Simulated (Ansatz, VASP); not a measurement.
**Sc: VASP beside Ansatz**

The input INCAR:

```
PREC     = Accurate       # precision mode
ENCUT    = 520            # plane-wave cutoff, eV
EDIFF    = 1E-7           # SCF threshold, eV
ISMEAR   = 0              # smearing method
SIGMA    = 0.15           # smearing width, eV
LREAL    = F              # projectors in reciprocal space
LASPH    = T              # aspherical terms in the spheres
NELM     = 80             # most SCF steps
ALGO     = Fast           # electronic algorithm
ISIF     = 2              # what is computed and relaxed
LWAVE    = F              # write WAVECAR
LCHARG   = F              # write CHGCAR
GGA      = PS             # functional
NBANDS   = 18             # bands
```

Contents of KPOINTS:

```
regular mesh
0
Gamma
  18 18 10
```

File POSCAR:

```
Sc
1.0
    3.3087978973      0.0000000000      0.0000000000
   -1.6543989486      2.8655030350      0.0000000000
    0.0000000000      0.0000000000      5.2943400000
Sc
2
Direct
    0.3333333333      0.6666666667      0.2500000000
    0.6666666667      0.3333333333      0.7500000000
```

Input for Ansatz:

```yaml
crystal:
  lattice:
    - [3.3087978973, 0.0, 0.0]
    - [-1.6543989486, 2.865503035, 0.0]
    - [0.0, 0.0, 5.29434]
  atoms:
    - { symbol: Sc, position: [0.3333333333, 0.6666666667, 0.25] }
    - { symbol: Sc, position: [0.6666666667, 0.3333333333, 0.75] }
basis:
  ecutwfc: 420
kpoints:
  mp_grid: { grid: [18, 18, 10] }
hamiltonian:
  xc: pbesol
scf:
  occupations: { method: gaussian, width: 0.15 }
output:
  forces: true
  stress: true
  eigenvalues: true
```

Change from the starting cell: strain +0.0050 x Voigt [0, 0, 1, 0, 0, 0], atoms carried along.

Alike in both runs: task single point; functional PBEsol; k mesh 18 × 18 × 10; occupations gaussian, width 0.15 eV; no spin polarisation.

|  | VASP | Ansatz |
| --- | --- | --- |
| version | VASP 6.6.1 | Ansatz 0.2.0 |
| potentials or method | VASP PAW PBE potentials, release 64 (Sc_sv), cutoff 520 eV | scalar-relativistic, plane waves, PAW |
| valence electrons in the cell | 22 | 22 |

|  | VASP | Ansatz | Ansatz less VASP |
| --- | --- | --- | --- |
| gap on the k mesh at the Fermi level (eV) | none | none | - |
| pressure (GPa) | -3.0 | -3.0 | 0.00 |
| traceless stress, the component that is largest in VASP (GPa) | -1.28 | -1.28 | 0.000 |

VASP's potentials were made for PBE, not for PBEsol. A gap of «none» marks a metal or a gap that the smearing closes.
